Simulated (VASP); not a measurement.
# Sn2Ir (I4/mmm) in VASP: a series of runs

Sn2Ir is run at these levels: LDA; tasks: electric field gradients.

Program: VASP 6.6.1. These are calculated values, not measurements. Logs are shortened: lines on timing, memory, paths and dates and some standing lists are left out, and cuts for length are marked.

### 1 The cell of the first run

The structure is tetragonal, space group I4/mmm (No. 139). Conventional cell: a = 4.482 Å, b = 4.482 Å, c = 6.401 Å, α = 90.00°, β = 90.00°, γ = 90.00°. Sn (site symmetry -4m2) has 4 Ir at 2.75 Å and 6 Sn at 3.17 to 3.20 Å within 3.6 Å. Ir (site symmetry 4/mmm) has 8 Sn at 2.75 Å within 3.6 Å.

### 2 Electric field gradients, LDA (zz strain of +1 %)

File INCAR:

```
PREC = Accurate ; ENCUT = 520
EDIFF = 1E-8 ; ISMEAR = -1
SIGMA = 0.03 ; LREAL = False
LASPH = True ; NELM = 60
ALGO = Normal ; ISIF = 2
LWAVE = False ; LCHARG = False
LEFG = True ; NBANDS = 26
```

File KPOINTS:

```
Automatic mesh
0
Gamma
  10 10 10
```

File POSCAR:

```
Sn2Ir
1.0
    0.0000000000      3.1690000000      3.2006900000
    3.1690000000      0.0000000000      3.2006900000
    3.1690000000      3.1690000000      0.0000000000
Sn Ir
2 1
Direct
    0.2500000000      0.2500000000      0.2500000000
    0.7500000000      0.7500000000      0.7500000000
    0.0000000000      0.0000000000      0.0000000000
```

Potentials or basis: VASP PAW LDA potentials, release 64 (Sn_d, Ir).

Run with:

```bash
$ cat potpaw_LDA.64/Sn_d/POTCAR potpaw_LDA.64/Ir/POTCAR > POTCAR
$ mpirun -np 1 vasp_std > vasp.out
```

OUTCAR:

```text
PREC = Accurate
   ENCUT = 520
   EDIFF = 1E-8
   ISMEAR = -1
   LREAL = False
   LASPH = True
   NELM = 60
   ISIF = 2

 ion  position               nearest neighbor table
   1  0.250  0.250  0.250-   3 2.75   3 2.75   3 2.75   3 2.75   2 3.17   2 3.17   2 3.17   2 3.17
                             2 3.20   2 3.20
   2  0.750  0.750  0.750-   3 2.75   3 2.75   3 2.75   3 2.75   1 3.17   1 3.17   1 3.17   1 3.17
                             1 3.20   1 3.20
   3  0.000  0.000  0.000-   2 2.75   2 2.75   2 2.75   1 2.75   2 2.75   1 2.75   1 2.75   1 2.75

  LATTYP: Found a body centered tetragonal cell.
 ALAT       =     4.4816427792
 C/A-ratio  =     1.4283556980

  Lattice vectors:

 A1 = (  -3.1690000000,   0.0000000000,   3.2006900000)
 A2 = (   3.1690000000,   0.0000000000,   3.2006900000)
 A3 = (   0.0000000000,   3.1690000000,  -3.2006900000)

Analysis of symmetry for initial positions (statically):
=====================================================================
 Subroutine PRICEL returns:
 Original cell was already a primitive cell.

 Routine SETGRP: Setting up the symmetry group for a
 body centered tetragonal supercell.

 Subroutine GETGRP returns: Found 16 space group operations
 (whereof 16 operations were pure point group operations)
 out of a pool of 16 trial point group operations.

The static configuration has the point symmetry D_4h.

Analysis of symmetry for dynamics (positions and initial velocities):
=====================================================================
 Subroutine PRICEL returns:
 Original cell was already a primitive cell.

 Routine SETGRP: Setting up the symmetry group for a
 body centered tetragonal supercell.

 Subroutine GETGRP returns: Found 16 space group operations
 (whereof 16 operations were pure point group operations)
 out of a pool of 16 trial point group operations.

The dynamic configuration has the point symmetry D_4h.

 Subroutine INISYM returns: Found 16 space group operations
 (whereof 16 operations are pure point group operations),
 and found     1 'primitive' translations

----------------------------------------------------------------------------------------

                                     Primitive cell

  volume of cell :      64.2862

  direct lattice vectors                    reciprocal lattice vectors
     0.000000000  3.169000000  3.200690000    -0.157778479  0.157778479  0.156216316
     3.169000000  0.000000000  3.200690000     0.157778479 -0.157778479  0.156216316
     3.169000000  3.169000000  0.000000000     0.157778479  0.157778479 -0.156216316

  length of vectors
     4.504106735  4.504106735  4.481642779     0.272381413  0.272381413  0.272381413

  position of ions in fractional coordinates (direct lattice)
     0.250000000  0.250000000  0.250000000
     0.750000000  0.750000000  0.750000000
     0.000000000  0.000000000  0.000000000

  ion indices of the primitive-cell ions
   primitive index   ion index
                 1           1
                 2           2
                 3           3

----------------------------------------------------------------------------------------

 KPOINTS: Automatic mesh

Automatic generation of k-mesh.
 Grid dimensions read from file:
 generate k-points for:   10   10   10

 Generating k-lattice:

  Cartesian coordinates                     Fractional coordinates (reciprocal lattice)
    -0.015777848  0.015777848  0.015621632     0.100000000  0.000000000  0.000000000
     0.015777848 -0.015777848  0.015621632     0.000000000  0.100000000  0.000000000
     0.015777848  0.015777848 -0.015621632     0.000000000  0.000000000  0.100000000

  Length of vectors
     0.027238141  0.027238141  0.027238141

  Shift w.r.t. Gamma in fractional coordinates (k-lattice)
     0.000000000  0.000000000  0.000000000

 Subroutine IBZKPT returns following result:
 ===========================================

 Found    102 irreducible k-points:

 Following reciprocal coordinates:
            Coordinates               Weight
  0.000000  0.000000  0.000000      1.000000
  0.100000  0.000000  0.000000      8.000000
  0.200000  0.000000  0.000000      8.000000
  0.300000  0.000000  0.000000      8.000000
  0.400000  0.000000  0.000000      8.000000
  0.500000  0.000000  0.000000      4.000000
[... 16 lines left out ...]
  0.300000  0.300000  0.000000      2.000000
  0.400000  0.300000  0.000000      8.000000
 [... further k-points ...]
   k-points           NKPTS =    102   k-points in BZ     NKDIM =    102   number of bands    NBANDS=     26
   number of dos      NEDOS =    301   number of ions     NIONS =      3
   total plane-waves  NPLWV =  46656
   dimension x,y,z NGX =    36 NGY =   36 NGZ =   36
   dimension x,y,z NGXF=    72 NGYF=   72 NGZF=   72
   ions per type =               2   1
   NGX,Y,Z   is equivalent  to a cutoff of  13.29, 13.29, 13.35 a.u.
   NGXF,Y,Z  is equivalent  to a cutoff of  26.58, 26.58, 26.71 a.u.
 SYSTEM =  unknown system
   PREC   = accura    normal or accurate (medium, high low for compatibility)
   ISTART =      0    job   : 0-new  1-cont  2-samecut
   ICHARG =      2    charge: 1-file 2-atom 10-const
   ISPIN  =      1    spin polarized calculation?
   LNONCOLLINEAR =      F non collinear calculations
   LSORBIT =      F    spin-orbit coupling
   LASPH  =      T    aspherical Exc in radial PAW
   ENCUT  =  520.0 eV  38.22 Ry    6.18 a.u.   8.37  8.37  8.33*2*pi/ulx,y,z
   NELM   =     60;   NELMIN=  2; NELMDL= -5     # of ELM steps
   EDIFF  = 0.1E-07   stopping-criterion for ELM
   LREAL  =      F    real-space projection
   EDIFFG = 0.1E-06   stopping-criterion for IOM
   NSW    =      0    number of steps for IOM
   IBRION =     -1    ionic relax: 0-MD 1-quasi-New 2-CG
   NFREE  =      0    steps in history (QN), initial steepest desc. (CG)
   ISIF   =      2    stress and relaxation
   ISYM   =      2    0-nonsym 1-usesym 2-fastsym
   POTIM  = 0.5000    time-step for ionic-motion
   TEBEG  =    0.0;   TEEND  =   0.0 temperature during run
   PSTRESS=    0.0 pullay stress
   NELECT =      37.0000    total number of electrons
   NUPDOWN=      -1.0000    fix difference up-down
   EMIN   =  10.00;   EMAX   =-10.00  energy-range for DOS
   EFERMI =   0.00;   METHOD = LEGACY
   ISMEAR =    -1;   SIGMA  =   0.03  broadening in eV -4-tet -1-fermi 0-gaus
   EFERMI_NEDOS =   21; number of points for ismear=-14 and -15
   IALGO  =     38    algorithm
   IMIX   =      4    mixing-type and parameters
     AMIX     =   0.40;   BMIX     =  1.00
     AMIX_MAG =   1.60;   BMIX_MAG =  1.00
  volume/ion in A,a.u.               =      21.43       144.61
  Fermi-wavevector in a.u.,A,eV,Ry     =   1.361767  2.573366 25.230760  1.854409
  Thomas-Fermi vector in A             =   2.488314
   LORBIT       =      0    0 simple, 1 ext, 2 COOP (PROOUT), +10 PAW based schemes
   GGA     = CA    functional components
   LHFCALC =     F    Hartree Fock is set to
   AEXX    =    0.0000 exact exchange contribution
   IVDW    =     0    specifies the selected vdW correction
   LEPSILON=     F    determine dielectric tensor
   LRPA    =     F    only Hartree local field effects (RPA)
 non-spin polarized calculation
  energy-cutoff  :      520.00
  volume of cell :       64.29
 maximum number of plane-waves:      1775
 NGX is ok and might be reduce to    36
   NGX = 17   NGY = 17   NGZ = 17

 number of electron      37.0000005 magnetization

 Free energy of the ion-electron system (eV)
  ---------------------------------------------------
  ext. energy  EPLUGINS =         0.00000000
  ---------------------------------------------------
  free energy    TOTEN  =       -20.23983491 eV

  energy without entropy =      -20.23482348  energy(sigma->0) =      -20.23732920

 E-fermi :   8.6629     XC(G=0): -11.5489

 val. band max:        8.6619011754   @ k =   0.5000   0.0000   0.0000
 cond. band min:       8.6767328979   @ k =   0.3000   0.0000   0.2000
 fundamental gap:      0.0148317225
 Fermi energy:         8.6628958117

 k-point     1 :       0.0000    0.0000    0.0000
  band No.  band energies     occupation
      1     -12.7740      2.00000
      2     -12.7578      2.00000
      3     -12.6565      2.00000
      4     -12.6478      2.00000
      5     -12.6478      2.00000
      6     -12.4922      2.00000
[... 18 lines left out ...]
     25      13.3156      0.00000
     26      13.3156      0.00000

 k-point     2 :       0.1000    0.0000    0.0000
  band No.  band energies     occupation
      1     -12.7641      2.00000
      2     -12.7482      2.00000
      3     -12.6535      2.00000
      4     -12.6455      2.00000
      5     -12.6438      2.00000
      6     -12.4957      2.00000
[... 18 lines left out ...]
     25      13.7874      0.00000
     26      13.7964      0.00000

 k-point     3 :       0.2000    0.0000    0.0000
  band No.  band energies     occupation
      1     -12.7351      2.00000
      2     -12.7205      2.00000
      3     -12.6459      2.00000
      4     -12.6360      2.00000
      5     -12.6325      2.00000
      6     -12.5061      2.00000
[... 18 lines left out ...]
     25      14.7464      0.00000
     26      14.7759      0.00000

 k-point     4 :       0.3000    0.0000    0.0000
  band No.  band energies     occupation
      1     -12.6900      2.00000
      2     -12.6773      2.00000
      3     -12.6322      2.00000
      4     -12.6183      2.00000
      5     -12.6148      2.00000
      6     -12.5229      2.00000
[... 18 lines left out ...]
     25      15.8479      0.00000
     26      15.8891      0.00000
[... 496 lines left out ...]
      1     -12.7052      2.00000
      2     -12.6374      2.00000
      3     -12.6363      2.00000
      4     -12.6170      2.00000
      5     -12.5975      2.00000
      6     -12.5481      2.00000
[... 18 lines left out ...]
     25      15.1886      0.00000
     26      18.1029      0.00000

 k-point    23 :       0.3000    0.3000    0.0000
  band No.  band energies     occupation
      1     -12.7609      2.00000
      2     -12.6804      2.00000
      3     -12.6058      2.00000
      4     -12.5995      2.00000
      5     -12.5995      2.00000
      6     -12.5335      2.00000
[... 18 lines left out ...]
     25      18.1287      0.00000
     26      18.1416      0.00000

 k-point    24 :       0.4000    0.3000    0.0000
  band No.  band energies     occupation
      1     -12.7491      2.00000
      2     -12.6799      2.00000
      3     -12.5871      2.00000
      4     -12.5865      2.00000
      5     -12.5710      2.00000
      6     -12.5690      2.00000
[... 18 lines left out ...]
     25      18.4125      0.00000
     26      18.8102      0.00000

 [... further k-points ...]

------------------------ aborting loop because EDIFF is reached ----------------------------------------

  FORCE on cell =-STRESS in cart. coord.  units (eV):
  Direction    XX          YY          ZZ          XY          YZ          ZX
  --------------------------------------------------------------------------------------
  -------------------------------------------------------------------------------------
  Total       -1.1253291     -1.1253291     -1.4040826      0.0000000      0.0000000      0.0000000
  in kB      -28.0460730    -28.0460730    -34.9933201      0.0000000      0.0000000      0.0000000
  external PRESSURE =     -30.3618220 kB  Pullay stress =       0.0000000 kB

 VOLUME and BASIS-vectors are now :
 -----------------------------------------------------------------------------
  energy-cutoff  :      520.00
  volume of cell :       64.29
      direct lattice vectors                 reciprocal lattice vectors
     0.000000000  3.169000000  3.200690000    -0.157778479  0.157778479  0.156216316
     3.169000000  0.000000000  3.200690000     0.157778479 -0.157778479  0.156216316
     3.169000000  3.169000000  0.000000000     0.157778479  0.157778479 -0.156216316

 POSITION                                       TOTAL-FORCE (eV/Angst)
 -----------------------------------------------------------------------------------
      1.58450      1.58450      1.60034        -0.000000     -0.000000     -0.000000
      4.75350      4.75350      4.80103         0.000000      0.000000      0.000000
      0.00000      0.00000      0.00000         0.000000     -0.000000      0.000000
 -----------------------------------------------------------------------------------
    total drift:                                0.000000      0.000000      0.000000

  FREE ENERGIE OF THE ION-ELECTRON SYSTEM (eV)
  ---------------------------------------------------
  free  energy   TOTEN  =       -20.2398349133 eV

  energy  without entropy=      -20.2348234804  energy(sigma->0) =      -20.23732920

 Electric field gradients (V/A^2)
---------------------------------------------------------------------
 ion       V_xx      V_yy      V_zz      V_xy      V_xz      V_yz
---------------------------------------------------------------------
   1       1.730     1.730    -3.460    -0.002    -0.002    -0.002
   2       1.730     1.730    -3.460    -0.002    -0.002    -0.002
   3       3.827     3.827    -7.654     0.000     0.000     0.000
---------------------------------------------------------------------

 Electric field gradients after diagonalization (V/A^2)
 (convention: |V_zz| > |V_xx| > |V_yy|)
----------------------------------------------------------------------
 ion       V_xx      V_yy      V_zz     asymmetry (V_yy - V_xx)/ V_zz
----------------------------------------------------------------------
   1       1.732     1.728    -3.460       0.001
   2       1.732     1.728    -3.460       0.001
   3       3.827     3.827    -7.654       0.000
----------------------------------------------------------------------

           NMR quadrupolar parameters

 Cq : quadrupolar parameter    Cq=e*Q*V_zz/h
 eta: asymmetry parameters     (V_yy - V_xx)/ V_zz
 Q  : nuclear electric quadrupole moment in mb (millibarn)
----------------------------------------------------------------------
 ion       Cq(MHz)       eta       Q (mb)
----------------------------------------------------------------------
   1      -0.008       0.001       1.000
   2      -0.008       0.001       1.000
   3      -0.019       0.000       1.000
----------------------------------------------------------------------
```

It took 4.3 min on 1 thread of Intel Xeon 8259CL, shared host; peak memory 0.29 GiB.

Results:

```yaml
Free_energy: -20.2398 eV
Pressure: -3.0 GPa
Band_gap_on_the_k_mesh: zero (an odd number of electrons rules out a gap without spin polarisation)
Largest_electric_field_gradient_by_atom: Sn -3.5; Ir -7.7 V/Å²
```

Electric field gradients, principal values (V/Å²):
```
atom  least  middle  greatest (by size)
1 Sn  1.728   1.732              -3.460
2 Sn  1.728   1.732              -3.460
3 Ir  3.827   3.827              -7.654
```

Caveat: the cell differs from its parent crystal (zz strain of +1 %); the cell stands under tension; without QUAD_EFG the Cq values of the log hold for a quadrupole moment of 1 mb, not for the nuclei; spin-orbit coupling is left out, which moves the levels of the heavy elements.

[end of part 1 of 2]
